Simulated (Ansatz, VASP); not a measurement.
MoS2: VASP beside Ansatz

Contents of INCAR:

```
PREC = Accurate
ENCUT = 520
EDIFF = 1E-7
ISMEAR = -1
SIGMA = 0.05
LREAL = F
LASPH = T
NELM = 80
ALGO = Normal
ISIF = 2
LWAVE = F
LCHARG = F
NBANDS = 20
```

Contents of KPOINTS:

```
regular mesh
0
Gamma
  10 10 2
```

POSCAR

```
MoS2
1.0
    3.1627554646      0.0000000000      0.0000000000
   -1.5813777323      2.7390265783      0.0000000000
    0.0000000000      0.0000000000     17.2182568475
Mo S
1 2
Direct
    0.0000000000      0.0000000000      0.0000000000
    0.3333333333      0.6666666667      0.9105070200
    0.3333333333      0.6666666667      0.0894929800
```

Contents of input.yaml:

```yaml
crystal:
  lattice:
    - [3.1627554646, 0.0, 0.0]
    - [-1.5813777323, 2.7390265783, 0.0]
    - [0.0, 0.0, 17.2182568475]
  atoms:
    - { symbol: Mo, position: [0.0, 0.0, 0.0] }
    - { symbol: S, position: [0.3333333333, 0.6666666667, 0.91050702] }
    - { symbol: S, position: [0.3333333333, 0.6666666667, 0.08949298] }
kpoints:
  mp_grid: { grid: [10, 10, 2] }
scf:
  occupations: { method: fermi_dirac, width: 0.05 }
hamiltonian:
  xc: lda
  pseudopotentials: { kind: all_electron, lapw: { basis_error: 0.002 } }
output:
  forces: true
  stress: true
  eigenvalues: true
```

Change from the starting cell: volume scaled by 0.98.

Alike in both runs: task single point; functional LDA; k mesh 10 × 10 × 2; occupations fermi-dirac, width 0.05 eV; no spin polarisation.

|  | VASP | Ansatz |
| --- | --- | --- |
| version | VASP 6.6.1 | Ansatz 0.2.0 |
| potentials or method | VASP PAW LDA potentials, release 64 (Mo_sv, S), cutoff 520 eV | all-electron LAPW, scalar-relativistic |

Ansatz gave:

```
gap on the k mesh at the Fermi level (eV) : 1.79
least direct gap on the mesh (eV)         : 1.98
rms of the force components (eV/Å)        : 0.025
```

Question: Which values does VASP return?

Answer: gap on the k mesh at the Fermi level (eV): 1.80; least direct gap on the mesh (eV): 1.99; rms of the force components (eV/Å): 0.020.

LDA's correlation is that of Perdew and Zunger in VASP and of Perdew and Wang (1992) in Ansatz. Atom by atom the forces differ by 0.005 eV/Å (rms over components). Ansatz ran all-electron here, and VASP with PAW potentials.
